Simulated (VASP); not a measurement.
# Ga3Bi2N3 (Pmmm) in VASP: further runs

Runs on Ga3Bi2N3. Level: PBE. Tasks: single point.

Program: VASP 6.6.1. These are calculated values, not measurements. Logs are shortened: lines on timing, memory, paths and dates and some standing lists are left out, and cuts for length are marked.

## (1) The cell of the first run

The structure is orthorhombic, space group Pmmm (No. 47). Conventional cell: a = 3.389 Å, b = 3.595 Å, c = 10.887 Å, α = 90.00°, β = 90.00°, γ = 90.00°. Within 2.9 Å of Ga (site symmetry mmm) lie 4 N at 2.23 Å and 4 Ga at 2.47 Å. Ga (site symmetry mmm) has 4 N at 2.47 Å and 4 Bi at 2.86 Å and 2 Ga at 3.39 Å within 3.4 Å. Within 2.8 Å of Ga (site symmetry mmm) lie 4 N at 2.15 Å and 4 Ga at 2.47 Å. Within 3.7 Å of Bi (site symmetry mm2) lie 6 N at 2.80 to 3.12 Å and 6 Ga at 2.86 to 3.69 Å and 4 Bi at 3.39 to 3.59 Å. Within 2.8 Å of N (site symmetry mm2) lie 4 Ga at 2.15 to 2.23 Å and 1 N at 2.64 Å. Within 3.4 Å of N (site symmetry mmm) lie 4 Ga at 2.47 Å and 4 Bi at 2.80 Å and 2 N at 3.39 Å.

The cell was built from a structure type or drawn by symmetry, and may not be a known phase.

## (2) Single point, PBE

INCAR

```
SYSTEM = Ga3Bi2N3
PREC = Accurate
ENCUT = 600
EDIFF = 1E-6
ISMEAR = 0
SIGMA = 0.15
LREAL = .False.
LASPH = .True.
NELM = 120
ALGO = Normal
ISIF = 2
LWAVE = .False.
LCHARG = .False.
GGA = PE
NBANDS = 52
GGA_COMPAT = .False.
```

KPOINTS

```
Automatic mesh
0
Gamma
  3 3 2
  0 0 0
```

POSCAR

```
Ga3Bi2N3
1.0
    3.3892731202      0.0000000000      0.0000000000
    0.0000000000      3.5946014471      0.0000000000
    0.0000000000      0.0000000000     10.8870454561
Ga Bi N
3 2 3
Direct
    0.5000000000      0.0000000000      0.5000000000
    0.0000000000      0.5000000000      0.0000000000
    0.0000000000      0.5000000000      0.5000000000
    0.0000000000      0.0000000000      0.7957258100
    0.0000000000      0.0000000000      0.2042741900
    0.5000000000      0.5000000000      0.6210379669
    0.5000000000      0.5000000000      0.3789620331
    0.5000000000      0.0000000000      0.0000000000
```

Potentials or basis: VASP PAW PBE potentials, release 64 (Ga_d, Bi_d, N).

Launch:

```bash
> cat potpaw_PBE.64/Ga_d/POTCAR potpaw_PBE.64/Bi_d/POTCAR potpaw_PBE.64/N/POTCAR > POTCAR
> mpirun -np 1 vasp_std > vasp.out
```

OUTCAR:

```text
SYSTEM = Ga3Bi2N3
   PREC = Accurate
   ENCUT = 600
   EDIFF = 1E-6
   ISMEAR = 0
   LREAL = .False.
   LASPH = .True.
   NELM = 120
   ISIF = 2
   GGA = PE

 ion  position               nearest neighbor table
   1  0.500  0.000  0.500-   6 2.23   7 2.23   6 2.23   7 2.23   3 2.47   3 2.47   3 2.47   3 2.47

   2  0.000  0.500  0.000-   4 2.86   5 2.86   4 2.86   5 2.86
   3  0.000  0.500  0.500-   6 2.15   7 2.15   6 2.15   7 2.15   1 2.47   1 2.47   1 2.47   1 2.47

   4  0.000  0.000  0.796-   8 2.80   8 2.80   2 2.86   2 2.86
   5  0.000  0.000  0.204-   8 2.80   8 2.80   2 2.86   2 2.86
   6  0.500  0.500  0.621-   3 2.15   3 2.15   1 2.23   1 2.23
   7  0.500  0.500  0.379-   3 2.15   3 2.15   1 2.23   1 2.23
   8  0.500  0.000  0.000-   4 2.80   5 2.80   4 2.80   5 2.80

  LATTYP: Found a simple orthorhombic cell.
 ALAT       =     3.3892731202
 B/A-ratio  =     1.0605818179
 C/A-ratio  =     3.2122065912

  Lattice vectors:

 A1 = (   3.3892731202,   0.0000000000,   0.0000000000)
 A2 = (   0.0000000000,   3.5946014471,   0.0000000000)
 A3 = (   0.0000000000,   0.0000000000,  10.8870454561)

Analysis of symmetry for initial positions (statically):
=====================================================================
 Subroutine PRICEL returns:
 Original cell was already a primitive cell.

 Routine SETGRP: Setting up the symmetry group for a
 simple orthorhombic supercell.

 Subroutine GETGRP returns: Found  8 space group operations
 (whereof  8 operations were pure point group operations)
 out of a pool of  8 trial point group operations.

The static configuration has the point symmetry D_2h.

Analysis of symmetry for dynamics (positions and initial velocities):
=====================================================================
 Subroutine PRICEL returns:
 Original cell was already a primitive cell.

 Routine SETGRP: Setting up the symmetry group for a
 simple orthorhombic supercell.

 Subroutine GETGRP returns: Found  8 space group operations
 (whereof  8 operations were pure point group operations)
 out of a pool of  8 trial point group operations.

The dynamic configuration has the point symmetry D_2h.

 Subroutine INISYM returns: Found  8 space group operations
 (whereof  8 operations are pure point group operations),
 and found     1 'primitive' translations

----------------------------------------------------------------------------------------

                                     Primitive cell

  volume of cell :     132.6378

  direct lattice vectors                    reciprocal lattice vectors
     3.389273120  0.000000000  0.000000000     0.295048515  0.000000000  0.000000000
     0.000000000  3.594601447  0.000000000     0.000000000  0.278194958  0.000000000
     0.000000000  0.000000000 10.887045456     0.000000000  0.000000000  0.091852285

  length of vectors
     3.389273120  3.594601447 10.887045456     0.295048515  0.278194958  0.091852285

  position of ions in fractional coordinates (direct lattice)
     0.500000000  0.000000000  0.500000000
     0.000000000  0.500000000  0.000000000
     0.000000000  0.500000000  0.500000000
     0.000000000  0.000000000  0.795725810
     0.000000000  0.000000000  0.204274190
     0.500000000  0.500000000  0.621037967
     0.500000000  0.500000000  0.378962033
     0.500000000  0.000000000  0.000000000

  ion indices of the primitive-cell ions
   primitive index   ion index
                 1           1
                 2           2
                 3           3
                 4           4
                 5           5
                 6           6
                 7           7
                 8           8

----------------------------------------------------------------------------------------

 KPOINTS: Automatic mesh

Automatic generation of k-mesh.
 Grid dimensions read from file:
 generate k-points for:    3    3    2

 Generating k-lattice:

  Cartesian coordinates                     Fractional coordinates (reciprocal lattice)
     0.098349505  0.000000000  0.000000000     0.333333333  0.000000000  0.000000000
     0.000000000  0.092731653  0.000000000     0.000000000  0.333333333  0.000000000
     0.000000000  0.000000000  0.045926142     0.000000000  0.000000000  0.500000000

  Length of vectors
     0.098349505  0.092731653  0.045926142

  Shift w.r.t. Gamma in fractional coordinates (k-lattice)
     0.000000000  0.000000000  0.000000000

 Subroutine IBZKPT returns following result:
 ===========================================

 Found      8 irreducible k-points:

 Following reciprocal coordinates:
            Coordinates               Weight
  0.000000  0.000000  0.000000      1.000000
  0.333333  0.000000  0.000000      2.000000
  0.000000  0.333333  0.000000      2.000000
  0.333333  0.333333  0.000000      4.000000
  0.000000  0.000000  0.500000      1.000000
  0.333333  0.000000  0.500000      2.000000
  0.000000  0.333333  0.500000      2.000000
  0.333333  0.333333  0.500000      4.000000
   k-points           NKPTS =      8   k-points in BZ     NKDIM =      8   number of bands    NBANDS=     52
   number of dos      NEDOS =    301   number of ions     NIONS =      8
   total plane-waves  NPLWV =  75600
   dimension x,y,z NGX =    28 NGY =   30 NGZ =   90
   dimension x,y,z NGXF=    56 NGYF=   60 NGZF=  180
   ions per type =               3   2   3
   NGX,Y,Z   is equivalent  to a cutoff of  13.73, 13.87, 13.74 a.u.
   NGXF,Y,Z  is equivalent  to a cutoff of  27.47, 27.75, 27.49 a.u.
 SYSTEM =  Ga3Bi2N3
   PREC   = accura    normal or accurate (medium, high low for compatibility)
   ISTART =      0    job   : 0-new  1-cont  2-samecut
   ICHARG =      2    charge: 1-file 2-atom 10-const
   ISPIN  =      1    spin polarized calculation?
   LNONCOLLINEAR =      F non collinear calculations
   LSORBIT =      F    spin-orbit coupling
   LASPH  =      T    aspherical Exc in radial PAW
   ENCUT  =  600.0 eV  44.10 Ry    6.64 a.u.   6.77  7.18 21.74*2*pi/ulx,y,z
   NELM   =    120;   NELMIN=  2; NELMDL= -5     # of ELM steps
   EDIFF  = 0.1E-05   stopping-criterion for ELM
   LREAL  =      F    real-space projection
   EDIFFG = 0.1E-04   stopping-criterion for IOM
   NSW    =      0    number of steps for IOM
   IBRION =     -1    ionic relax: 0-MD 1-quasi-New 2-CG
   NFREE  =      0    steps in history (QN), initial steepest desc. (CG)
   ISIF   =      2    stress and relaxation
   ISYM   =      2    0-nonsym 1-usesym 2-fastsym
   POTIM  = 0.5000    time-step for ionic-motion
   TEBEG  =    0.0;   TEEND  =   0.0 temperature during run
   PSTRESS=    0.0 pullay stress
   NELECT =      84.0000    total number of electrons
   NUPDOWN=      -1.0000    fix difference up-down
   EMIN   =  10.00;   EMAX   =-10.00  energy-range for DOS
   EFERMI =   0.00;   METHOD = LEGACY
   ISMEAR =     0;   SIGMA  =   0.15  broadening in eV -4-tet -1-fermi 0-gaus
   EFERMI_NEDOS =   21; number of points for ismear=-14 and -15
   IALGO  =     38    algorithm
   IMIX   =      4    mixing-type and parameters
     AMIX     =   0.40;   BMIX     =  1.00
     AMIX_MAG =   1.60;   BMIX_MAG =  1.00
  volume/ion in A,a.u.               =      16.58       111.89
  Fermi-wavevector in a.u.,A,eV,Ry     =   1.405871  2.656711 26.891552  1.976473
  Thomas-Fermi vector in A             =   2.528289
   LORBIT       =      0    0 simple, 1 ext, 2 COOP (PROOUT), +10 PAW based schemes
   GGA     = PE    functional components
   LHFCALC =     F    Hartree Fock is set to
   AEXX    =    0.0000 exact exchange contribution
   IVDW    =     0    specifies the selected vdW correction
   LEPSILON=     F    determine dielectric tensor
   LRPA    =     F    only Hartree local field effects (RPA)
 non-spin polarized calculation
 Gauss-broadening in eV      SIGMA  =   0.15
  energy-cutoff  :      600.00
  volume of cell :      132.64
 maximum number of plane-waves:      4446
 NGX is ok and might be reduce to    28
   NGX = 13   NGY = 15   NGZ = 43

 number of electron      84.0000034 magnetization

 Free energy of the ion-electron system (eV)
  ---------------------------------------------------
  ext. energy  EPLUGINS =         0.00000000
  ---------------------------------------------------
  free energy    TOTEN  =       -35.14267015 eV

  energy without entropy =      -35.09498477  energy(sigma->0) =      -35.11882746

 E-fermi :   6.9075     XC(G=0): -11.0909

 val. band max:        6.8956132338   @ k =   0.3333   0.0000   0.5000
 cond. band min:       6.9099411918   @ k =   0.3333   0.3333   0.5000
 fundamental gap:      0.0143279580
 Fermi energy:         6.9074959029

 k-point     1 :       0.0000    0.0000    0.0000
  band No.  band energies     occupation
      1     -16.2588      2.00000
      2     -16.2544      2.00000
      3     -16.2441      2.00000
      4     -16.2345      2.00000
      5     -16.1915      2.00000
      6     -16.1901      2.00000
[... 44 lines left out ...]
     51      12.0659      0.00000
     52      12.5105      0.00000

 k-point     2 :       0.3333    0.0000    0.0000
  band No.  band energies     occupation
      1     -16.2372      2.00000
      2     -16.2288      2.00000
      3     -16.1873      2.00000
      4     -16.1856      2.00000
      5     -16.1716      2.00000
      6     -16.1647      2.00000
[... 44 lines left out ...]
     51      11.5584      0.00000
     52      13.1642      0.00000

 k-point     3 :       0.0000    0.3333    0.0000
  band No.  band energies     occupation
      1     -16.2533      2.00000
      2     -16.2477      2.00000
      3     -16.2243      2.00000
      4     -16.2189      2.00000
      5     -16.1640      2.00000
      6     -16.1580      2.00000
[... 44 lines left out ...]
     51      12.5173      0.00000
     52      12.7360      0.00000
[... 166 lines left out ...]
 k-point     7 :       0.0000    0.3333    0.5000
  band No.  band energies     occupation
      1     -16.2532      2.00000
      2     -16.2477      2.00000
      3     -16.2241      2.00000
      4     -16.2191      2.00000
      5     -16.1639      2.00000
      6     -16.1581      2.00000
[... 44 lines left out ...]
     51      12.2655      0.00000
     52      13.5391      0.00000

 k-point     8 :       0.3333    0.3333    0.5000
  band No.  band energies     occupation
      1     -16.2180      2.00000
      2     -16.2133      2.00000
      3     -16.1913      2.00000
      4     -16.1816      2.00000
      5     -16.1678      2.00000
      6     -16.1610      2.00000
[... 44 lines left out ...]
     51      12.7042      0.00000
     52      13.1503      0.00000

------------------------ aborting loop because EDIFF is reached ----------------------------------------

  FORCE on cell =-STRESS in cart. coord.  units (eV):
  Direction    XX          YY          ZZ          XY          YZ          ZX
  --------------------------------------------------------------------------------------
  -------------------------------------------------------------------------------------
  Total        0.1573689     -0.0853653      0.2864660     -0.0000000      0.0000000      0.0000000
  in kB        1.9009131     -1.0311561      3.4603200     -0.0000000      0.0000000      0.0000000
  external PRESSURE =       1.4433590 kB  Pullay stress =       0.0000000 kB

 VOLUME and BASIS-vectors are now :
 -----------------------------------------------------------------------------
  energy-cutoff  :      600.00
  volume of cell :      132.64
      direct lattice vectors                 reciprocal lattice vectors
     3.389273120  0.000000000  0.000000000     0.295048515  0.000000000  0.000000000
     0.000000000  3.594601447  0.000000000     0.000000000  0.278194958  0.000000000
     0.000000000  0.000000000 10.887045456     0.000000000  0.000000000  0.091852285

 POSITION                                       TOTAL-FORCE (eV/Angst)
 -----------------------------------------------------------------------------------
      1.69464      0.00000      5.44352         0.000000     -0.000000      0.000000
      0.00000      1.79730      0.00000         0.000000     -0.000000      0.000000
      0.00000      1.79730      5.44352         0.000000     -0.000000      0.000000
      0.00000      0.00000      8.66310         0.000000      0.000000      0.003665
      0.00000      0.00000      2.22394         0.000000     -0.000000     -0.003665
      1.69464      1.79730      6.76127         0.000000      0.000000      0.013456
      1.69464      1.79730      4.12578         0.000000     -0.000000     -0.013456
      1.69464      0.00000      0.00000         0.000000     -0.000000      0.000000
 -----------------------------------------------------------------------------------
    total drift:                               -0.000000      0.000000      0.000000

  FREE ENERGIE OF THE ION-ELECTRON SYSTEM (eV)
  ---------------------------------------------------
  free  energy   TOTEN  =       -35.1426701517 eV

  energy  without entropy=      -35.0949847713  energy(sigma->0) =      -35.11882746
```

Run time: 2.9 min. Hardware: 1 thread of Intel Xeon 8259CL, shared host; peak memory 0.29 GiB.

What came out:

| Property | Result |
| --- | --- |
| Free energy | -35.1427 eV |
| Pressure | 0.1 GPa |
| Largest force | 0.013 eV/Å |
| Band gap on the k mesh | zero (bands 42 and 43 overlap by 1.07 eV) |

Forces on the atoms (eV/Å):
```
Ga   0.000  0.000  0.000
Ga   0.000  0.000  0.000
Ga   0.000  0.000  0.000
Bi   0.000  0.000  0.004
Bi   0.000  0.000 -0.004
N    0.000  0.000  0.013
N    0.000  0.000 -0.013
N    0.000  0.000  0.000
```

Caveat: the k points lie up to 0.62 Å⁻¹ apart, too coarse for converged energies and pressures of a metal; spin-orbit coupling is left out, which moves the levels of the heavy elements.

## (3) Single point, PBE

This run uses another cell than the first one, of 17.69 Å³/atom.

INCAR is that of step 2.

KPOINTS is that of step 2.

POSCAR

```
Ga3Bi2N3
1.0
    3.2986982466      0.0000000000      0.0000000000
    0.0000000000      6.1081624268      0.0000000000
    0.0000000000      0.0000000000      7.0221746429
Ga Bi N
3 2 3
Direct
    0.5000000000      0.5000000000      0.1878266008
    0.5000000000      0.5000000000      0.8121733992
    0.0000000000      0.5000000000      0.5000000000
    0.0000000000      0.0000000000      0.2458365462
    0.0000000000      0.0000000000      0.7541634538
    0.0000000000      0.5000000000      0.0000000000
    0.5000000000      0.0000000000      0.5000000000
    0.5000000000      0.0000000000      0.0000000000
```

Potentials or basis: VASP PAW PBE potentials, release 64 (Ga_d, Bi_d, N).

Launch:

```bash
> cat potpaw_PBE.64/Ga_d/POTCAR potpaw_PBE.64/Bi_d/POTCAR potpaw_PBE.64/N/POTCAR > POTCAR
> mpirun -np 1 vasp_std > vasp.out
```

Wall time 2.9 min (1 thread of Intel Xeon 8259CL, shared host); peak memory 0.29 GiB.

Results (log left out):

```yaml
Free_energy: -35.7637 eV
Pressure: 0.5 GPa
Largest_force: 0.045 eV/Å
Band_gap_on_the_k_mesh: zero (bands 42 and 43 overlap by 0.84 eV)
```

Forces on the atoms (eV/Å):
```
Ga   0.000  0.000 -0.006
Ga   0.000  0.000  0.006
Ga   0.000  0.000  0.000
Bi   0.000  0.000 -0.045
Bi   0.000  0.000  0.045
N    0.000  0.000  0.000
N    0.000  0.000  0.000
N    0.000  0.000  0.000
```

Stress tensor (GPa, compression positive):
```
0.80 0.00 0.00
0.00 0.47 0.00
0.00 0.00 0.09
```

Levels at points of the mesh, in eV from the Fermi level:
```csv
k point,band 39,band 40,band 41,band 42,band 43,band 44,band 45,band 46
"(0.00, 0.00, 0.00)",-0.92,-0.78,-0.71,-0.50,1.34,1.38,2.14,4.19
"(0.00, 0.00, 0.50)",-1.16,-1.02,-0.59,0.10,0.71,1.44,2.73,3.32
```

Caveat: the k points lie up to 0.63 Å⁻¹ apart, too coarse for converged energies and pressures of a metal; spin-orbit coupling is left out, which moves the levels of the heavy elements.
